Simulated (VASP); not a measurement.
# Si23BHO48 (a cell with a defect) in VASP: single point with r2SCAN

Aim: the single point of Si23BHO48 (a cell with a defect) with r2SCAN.

Everything below comes from runs of VASP 6.6.1. Logs are shortened: lines on timing, memory, paths and dates and some standing lists are left out, and cuts for length are marked.

### Step 1. The cell of the first run

The cell holds a defect, 73 atoms: a = 9.832 Å, b = 9.832 Å, c = 10.818 Å, α = 90.00°, β = 90.00°, γ = 120.00°.

### Step 2. Single point, r2SCAN

Contents of POSCAR:

```
Si23BHO48
1.0
    9.8316000000      0.0000000000      0.0000000000
   -4.9158000000      8.5144150000      0.0000000000
    0.0000000000      0.0000000000     10.8182000000
Si O B H
23 48 1 1
Direct
    0.2696880000      0.0042536000      0.1659530000
    0.0008685700      0.2683290000      0.3334340000
    0.2300140000      0.2360220000      0.0011123000
    0.2665710000      0.0039666000      0.6682490000
    0.9877070000      0.2651610000      0.8363930000
    0.2373780000      0.2479670000      0.5046470000
    0.2689130000      0.5034970000      0.1694290000
    0.0071740000      0.7615250000      0.3346140000
    0.2378880000      0.7376010000      0.9995222100
    0.9995975200      0.7632920000      0.8347720000
    0.2444950000      0.7356140000      0.5016440000
    0.7704580000      0.9995776200      0.1677880000
    0.5005500000      0.2709950000      0.3363130000
    0.7196970000      0.2254150000      0.0067535000
    0.7669430000      0.9974284000      0.6662580000
    0.4957890000      0.2648950000      0.8388830000
    0.7315520000      0.2292750000      0.4997570000
    0.7671770000      0.5003520000      0.1687290000
    0.5082110000      0.7657540000      0.3369440000
    0.7284970000      0.7290430000      0.9967325000
    0.7678590000      0.4933310000      0.6719780000
    0.4934370000      0.7554030000      0.8256840000
    0.7401200000      0.7312110000      0.5028160000
    0.0701790000      0.2104350000      0.4453740000
    0.2949550000      0.3664780000      0.1108140000
    0.1376360000      0.4348590000      0.2787260000
    0.1999740000      0.0709020000      0.0599790000
    0.3661290000      0.3022770000      0.3932910000
    0.4320150000      0.1437110000      0.2242100000
    0.0667330000      0.2120310000      0.9439510000
    0.3031200000      0.3853300000      0.6093620000
    0.1133590000      0.4405420000      0.7851950000
    0.2097810000      0.0849780000      0.5653650000
    0.3582330000      0.2953090000      0.8896740000
    0.4313560000      0.1336490000      0.7299220000
    0.0766350000      0.6958990000      0.4416340000
    0.3064960000      0.8756300000      0.1036260000
    0.1430170000      0.9271020000      0.2781130000
    0.2082500000      0.5754350000      0.0619490000
    0.3765200000      0.8018230000      0.3929280000
    0.4356450000      0.6372690000      0.2260910000
    0.0702950000      0.7095930000      0.9482220000
    0.2950410000      0.8698080000      0.6071030000
    0.1315540000      0.9273490000      0.7745430000
    0.2301330000      0.5767600000      0.5604110000
    0.3586520000      0.7864940000      0.8835290000
    0.4284710000      0.6274950000      0.7150340000
    0.5668770000      0.2051100000      0.4454450000
    0.7918800000      0.3613760000      0.1121420000
    0.6403730000      0.4358000000      0.2813830000
    0.6938720000      0.0630420000      0.0659360000
    0.8601750000      0.2920420000      0.3883960000
    0.9366550000      0.1391850000      0.2215540000
    0.5542740000      0.2009080000      0.9545440000
    0.7949510000      0.3574220000      0.6120670000
    0.6387770000      0.4269040000      0.7826280000
    0.7040680000      0.0640960000      0.5552660000
    0.8398320000      0.2764280000      0.8908620000
    0.9289380000      0.1359870000      0.7256000000
    0.5736550000      0.6988570000      0.4456840000
    0.7960380000      0.8655170000      0.1023840000
    0.6501690000      0.9288590000      0.2836800000
    0.7033430000      0.5680830000      0.0595770000
    0.8714800000      0.7895060000      0.3941120000
    0.9352230000      0.6347670000      0.2225520000
    0.5626060000      0.6962730000      0.9382370000
    0.8024270000      0.8653980000      0.6094200000
    0.6328180000      0.9222560000      0.7728480000
    0.7110210000      0.5682130000      0.5642060000
    0.8565170000      0.7850870000      0.8848320000
    0.9375310000      0.6233760000      0.7302810000
    0.3154190000      0.5288810000      0.6326340000
    0.0735557100      0.4866755400      0.7603840000
```

Contents of INCAR.step1:

```
SYSTEM = Si23BHO48
PREC = Accurate
ENCUT = 520
ISMEAR = 0
SIGMA = 0.02
LREAL = Auto
LASPH = .True.
NELM = 80
NBANDS = 234
GGA = PE
ALGO = Normal
EDIFF = 1E-4
LWAVE = .True.
LCHARG = .False.
```

Contents of INCAR.step2:

```
SYSTEM = Si23BHO48
PREC = Accurate
ENCUT = 520
EDIFF = 1E-6
ISMEAR = 0
SIGMA = 0.02
LREAL = Auto
LASPH = .True.
NELM = 80
ALGO = Normal
ISIF = 2
LWAVE = .False.
LCHARG = .False.
METAGGA = R2SCAN
LMIXTAU = .True.
NBANDS = 234
ISTART = 1
```

Contents of KPOINTS:

```
Automatic mesh
0
Gamma
  1 1 1
  0 0 0
```

Potentials or basis: VASP PAW PBE potentials, release 64 (Si, O, B, H).

Started as:

```sh
$ cat potpaw_PBE.64/Si/POTCAR potpaw_PBE.64/O/POTCAR potpaw_PBE.64/B/POTCAR potpaw_PBE.64/H/POTCAR > POTCAR
$ cp INCAR.step1 INCAR
$ mpirun -np 1 vasp_gam > vasp.out
$ cp INCAR.step2 INCAR
$ mpirun -np 1 vasp_gam > vasp.out
```

OUTCAR:

```text
SYSTEM = Si23BHO48
   PREC = Accurate
   ENCUT = 520
   EDIFF = 1E-6
   ISMEAR = 0
   LREAL = Auto
   LASPH = .True.
   NELM = 80
   ISIF = 2
   METAGGA = R2SCAN
   ISTART = 1

 ion  position               nearest neighbor table
   1  0.270  0.004  0.166-  29 1.62  37 1.63  38 1.63  27 1.63   9 3.06   3 3.07  13 3.08   8 3.09

   2  0.001  0.268  0.333-  26 1.62  24 1.63  52 1.63  53 1.64  12 3.06   6 3.06   7 3.06  17 3.06

   3  0.230  0.236  0.001-  30 1.62  25 1.63  34 1.63  27 1.63  16 3.04   7 3.06   1 3.07   5 3.10
[... 83 lines left out ...]
  70  0.857  0.785  0.885-  10 1.62  20 1.63
  71  0.938  0.623  0.730-  21 1.64  10 1.64
  72  0.315  0.529  0.633-  47 1.38  31 1.38  45 1.39
  73  0.074  0.487  0.760-  32 0.78

  LATTYP: Found a hexagonal cell.
 ALAT       =     9.8316000000
 C/A-ratio  =     1.1003498922

  Lattice vectors:

 A1 = (   9.8316000000,   0.0000000000,   0.0000000000)
 A2 = (  -4.9158000000,   8.5144150000,   0.0000000000)
 A3 = (   0.0000000000,   0.0000000000,  10.8182000000)

Analysis of symmetry for initial positions (statically):
=====================================================================
 Subroutine PRICEL returns:
 Original cell was already a primitive cell.

 Routine SETGRP: Setting up the symmetry group for a
 hexagonal supercell.

 Subroutine GETGRP returns: Found  1 space group operations
 (whereof  1 operations were pure point group operations)
 out of a pool of 24 trial point group operations.

The static configuration has the point symmetry C_1 .

Analysis of symmetry for dynamics (positions and initial velocities):
=====================================================================
 Subroutine PRICEL returns:
 Original cell was already a primitive cell.

 Routine SETGRP: Setting up the symmetry group for a
 hexagonal supercell.

 Subroutine GETGRP returns: Found  1 space group operations
 (whereof  1 operations were pure point group operations)
 out of a pool of 24 trial point group operations.

The dynamic configuration has the point symmetry C_1 .

 Subroutine INISYM returns: Found  1 space group operations
 (whereof  1 operations are pure point group operations),
 and found     1 'primitive' translations

----------------------------------------------------------------------------------------

[... 214 lines left out ...]
   IBRION =     -1    ionic relax: 0-MD 1-quasi-New 2-CG
   NFREE  =      0    steps in history (QN), initial steepest desc. (CG)
   ISIF   =      2    stress and relaxation
   ISYM   =      2    0-nonsym 1-usesym 2-fastsym
   POTIM  = 0.5000    time-step for ionic-motion
   TEBEG  =    0.0;   TEEND  =   0.0 temperature during run
   PSTRESS=    0.0 pullay stress
   NELECT =     384.0000    total number of electrons
   NUPDOWN=      -1.0000    fix difference up-down
   EMIN   =  10.00;   EMAX   =-10.00  energy-range for DOS
   EFERMI =   0.00;   METHOD = LEGACY
   ISMEAR =     0;   SIGMA  =   0.02  broadening in eV -4-tet -1-fermi 0-gaus
   EFERMI_NEDOS =   21; number of points for ismear=-14 and -15
   IALGO  =     38    algorithm
   IMIX   =      4    mixing-type and parameters
     AMIX     =   0.40;   BMIX     =  1.00
     AMIX_MAG =   1.60;   BMIX_MAG =  1.00
  volume/ion in A,a.u.               =      12.41        83.72
  Fermi-wavevector in a.u.,A,eV,Ry     =   1.229912  2.324196 20.581296  1.512683
  Thomas-Fermi vector in A             =   2.364781
   LORBIT       =      0    0 simple, 1 ext, 2 COOP (PROOUT), +10 PAW based schemes
   METAGGA = R2SCAN    functional components
   LHFCALC =     F    Hartree Fock is set to
   AEXX    =    0.0000 exact exchange contribution
   IVDW    =     0    specifies the selected vdW correction
   LEPSILON=     F    determine dielectric tensor
   LRPA    =     F    only Hartree local field effects (RPA)
 non-spin polarized calculation
 Gauss-broadening in eV      SIGMA  =   0.02
  energy-cutoff  :      520.00
  volume of cell :      905.60
 maximum number of plane-waves:     12195
 NGX is ok and might be reduce to    80
   NGX = 37   NGY = 37   NGZ = 41

 number of electron     384.0000028 magnetization

 Free energy of the ion-electron system (eV)
  ---------------------------------------------------
  ext. energy  EPLUGINS =         0.00000000
  ---------------------------------------------------
  free energy    TOTEN  =      -714.03556290 eV

  energy without entropy =     -714.03556290  energy(sigma->0) =     -714.03556290

 E-fermi :   0.7881     XC(G=0):  -9.7345

 val. band max:        0.6194621672   @ k =   0.0000   0.0000   0.0000
 cond. band min:       7.0645584131   @ k =   0.0000   0.0000   0.0000
 fundamental gap:      6.4450962459
 Fermi energy:         0.7881341351

 k-point     1 :       0.0000    0.0000    0.0000
  band No.  band energies     occupation
      1     -20.1898      2.00000
      2     -19.7209      2.00000
      3     -19.3448      2.00000
      4     -19.3195      2.00000
      5     -19.2885      2.00000
      6     -19.2503      2.00000
[... 196 lines left out ...]
    203      10.1311      0.00000
    204      10.1831      0.00000
 [bands above 204 left out]

------------------------ aborting loop because EDIFF is reached ----------------------------------------

  FORCE on cell =-STRESS in cart. coord.  units (eV):
  Direction    XX          YY          ZZ          XY          YZ          ZX
  --------------------------------------------------------------------------------------
  -------------------------------------------------------------------------------------
  Total       -9.3433456    -14.8947744    -15.5152977     -4.9542464     -4.7342149      1.9191086
  in kB      -16.5302330    -26.3518124    -27.4496412     -8.7650453     -8.3757658      3.3952840
  external PRESSURE =     -23.4438955 kB  Pullay stress =       0.0000000 kB

 VOLUME and BASIS-vectors are now :
 -----------------------------------------------------------------------------
  energy-cutoff  :      520.00
  volume of cell :      905.60
      direct lattice vectors                 reciprocal lattice vectors
     9.831600000  0.000000000  0.000000000     0.101712844  0.058723941  0.000000000
    -4.915800000  8.514415000  0.000000000     0.000000000  0.117447881  0.000000000
     0.000000000  0.000000000 10.818200000     0.000000000  0.000000000  0.092436819

 POSITION                                       TOTAL-FORCE (eV/Angst)
 -----------------------------------------------------------------------------------
      2.63055      0.03622      1.79531         0.046024      0.001186      0.012074
     -1.31051      2.28466      3.60716        -0.023529      0.041599      0.016182
      1.10117      2.00959      0.01203         0.006784     -0.027307     -0.001960
      2.60132      0.03377      7.22925         0.021697     -0.025732      0.009637
      8.40726      2.25769      9.04827         0.182268     -0.282328      0.139696
      1.11485      2.11129      5.45937        -0.000124     -0.070477      0.009001
[... 65 lines left out ...]
      0.50120      4.50311      6.84396         0.154627      0.005224     -0.084963
     -1.66923      4.14376      8.22599       -15.714512     10.480076     -7.022050
 -----------------------------------------------------------------------------------
    total drift:                               -0.026358      0.018166     -0.010897

  FREE ENERGIE OF THE ION-ELECTRON SYSTEM (eV)
  ---------------------------------------------------
  free  energy   TOTEN  =      -714.0355628969 eV

  energy  without entropy=     -714.0355628969  energy(sigma->0) =     -714.03556290
```

It took 45 min on 1 thread of Intel Xeon Platinum 8375C at 2.90GHz (Ice Lake), shared host; peak memory 1.1 GiB.

Results:

| Quantity | Value |
| --- | --- |
| Free energy | -714.0356 eV |
| Pressure | -2.3 GPa |
| Largest force | 20.152 eV/Å |
| Band gap on the k mesh | 6.45 eV |

Forces on the atoms (eV/Å):
```
Si    0.046   0.001   0.012
Si   -0.024   0.042   0.016
Si    0.007  -0.027  -0.002
Si    0.022  -0.026   0.010
Si    0.182  -0.282   0.140
Si    0.000  -0.070   0.009
Si    0.036  -0.001   0.003
Si   -0.019   0.021   0.002
Si   -0.066  -0.010   0.002
Si   -0.002  -0.107  -0.138
Si   -0.063  -0.005   0.029
Si    0.031  -0.023   0.016
Si   -0.015   0.029   0.008
Si   -0.067  -0.049   0.045
Si    0.028  -0.044  -0.038
Si   -0.024   0.051  -0.036
Si   -0.033  -0.003   0.025
Si    0.040   0.023   0.004
Si   -0.010   0.050   0.003
Si    0.019  -0.032  -0.031
Si    0.183   0.117   0.070
Si   -0.006   0.032   0.021
Si    0.021  -0.057   0.021
O     0.108   0.249  -0.153
O    -0.271  -0.015  -0.145
O     0.153  -0.219  -0.149
O     0.162   0.231   0.117
O     0.107  -0.216   0.144
O    -0.244   0.005   0.142
O     0.043   0.232  -0.171
O    -0.169  -0.069  -0.242
O    15.414 -10.699   7.045
O     0.152   0.201   0.117
O     0.125  -0.238   0.185
O    -0.278   0.041   0.140
O     0.104   0.267  -0.139
O    -0.276  -0.051  -0.113
O     0.125  -0.204  -0.156
O     0.156   0.195   0.110
O     0.127  -0.275   0.145
O    -0.258   0.018   0.151
O     0.170   0.209  -0.142
O    -0.212  -0.027  -0.136
O     0.168  -0.175  -0.118
O     0.093   0.231   0.055
O     0.123  -0.220   0.162
O    -0.176   0.143   0.127
O     0.118   0.227  -0.156
O    -0.266  -0.037  -0.152
O     0.130  -0.228  -0.160
O     0.170   0.251   0.097
O     0.138  -0.227   0.145
O    -0.267   0.005   0.146
O     0.169   0.221  -0.157
O    -0.244  -0.055  -0.158
O     0.094  -0.255  -0.129
O     0.147   0.217   0.162
O     0.244  -0.083   0.084
O    -0.277   0.105   0.180
O     0.095   0.246  -0.139
O    -0.270  -0.018  -0.094
O     0.096  -0.213  -0.181
O     0.145   0.198   0.128
O     0.106  -0.225   0.128
O    -0.260   0.005   0.161
O     0.107   0.234  -0.144
O    -0.286  -0.016  -0.130
O     0.151  -0.194  -0.153
O     0.115   0.202   0.101
O     0.099  -0.189   0.203
O    -0.426   0.100   0.155
B     0.155   0.005  -0.085
H   -15.715  10.480  -7.022
```

Stress tensor (GPa, compression positive):
```
-1.65 -0.88  0.34
-0.88 -2.64 -0.84
 0.34 -0.84 -2.74
```

Levels at points of the mesh, in eV from the valence-band top:
```tsv
k point	band 189	band 190	band 191	band 192	band 193	band 194	band 195	band 196
(0.00, 0.00, 0.00)	-0.16	-0.12	-0.11	0.00	6.45	8.43	8.45	8.71
```

Caveat: the k points lie up to 0.74 Å⁻¹ apart; the PAW data sets were made with another functional, which shifts forces and pressure a little.
